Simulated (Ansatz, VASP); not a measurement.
One calculation of ZrO2, two programs

INCAR

```
SYSTEM = ZrO2
PREC     = Accurate       ! precision mode
ENCUT    = 600            ! plane-wave cutoff, eV
EDIFF    = 1E-6           ! SCF threshold, eV
ISMEAR   = 0              ! smearing method
SIGMA    = 0.02           ! smearing width, eV
LREAL    = .FALSE.        ! projectors in reciprocal space
LASPH    = .TRUE.         ! aspherical terms in the spheres
NELM     = 120            ! most SCF steps
ALGO     = Normal         ! electronic algorithm
ISIF     = 2              ! what is computed and relaxed
LWAVE    = .FALSE.        ! write WAVECAR
LCHARG   = .FALSE.        ! write CHGCAR
GGA      = PE             ! functional
IVDW     = 12             ! dispersion correction
NBANDS   = 19             ! bands
GGA_COMPAT= .FALSE.
```

The input KPOINTS:

```
regular mesh
0
G
  8 8 8
  0 0 0
```

The input POSCAR:

```
ZrO2
1.0
    0.0000000000      2.5937672910      2.5937672910
    2.5937672910      0.0000000000      2.5937672910
    2.5937672910      2.5937672910      0.0000000000
Zr O
1 2
Direct
    0.5000000000      0.5000000000      0.5000000000
    0.7500000000      0.7500000000      0.7500000000
    0.2500000000      0.2500000000      0.2500000000
```

Input for Ansatz:

```yaml
crystal:
  lattice:
    - [0.0, 2.593767291, 2.593767291]
    - [2.593767291, 0.0, 2.593767291]
    - [2.593767291, 2.593767291, 0.0]
  atoms:
    - { symbol: Zr, position: [0.5, 0.5, 0.5] }
    - { symbol: O, position: [0.75, 0.75, 0.75] }
    - { symbol: O, position: [0.25, 0.25, 0.25] }
basis:
  ecutwfc: 420
kpoints:
  mp_grid: { grid: [8, 8, 8] }
hamiltonian:
  xc: pbe
  dispersion: d3bj
scf:
  occupations: { method: gaussian, width: 0.02 }
output:
  forces: true
  stress: true
  eigenvalues: true
```

Alike in both runs: task single point; functional PBE; dispersion D3(BJ); k mesh 8 × 8 × 8; occupations gaussian, width 0.02 eV; no spin polarisation.

```csv
,VASP,Ansatz
version,VASP 6.6.1,Ansatz 0.2.0
potentials or method,"VASP PAW PBE potentials, release 64 (Zr_sv, O), cutoff 600 eV","scalar-relativistic, plane waves, PAW"
valence electrons in the cell,24,24
```

Ansatz gave:

```
gap on the k mesh at the Fermi level (eV) : 3.20
least direct gap on the mesh (eV)         : 3.60
pressure (GPa)                            : -12.6
```

Task: Which values does VASP return?

Result: gap on the k mesh at the Fermi level (eV): 3.19; least direct gap on the mesh (eV): 3.59; pressure (GPa): -12.5.
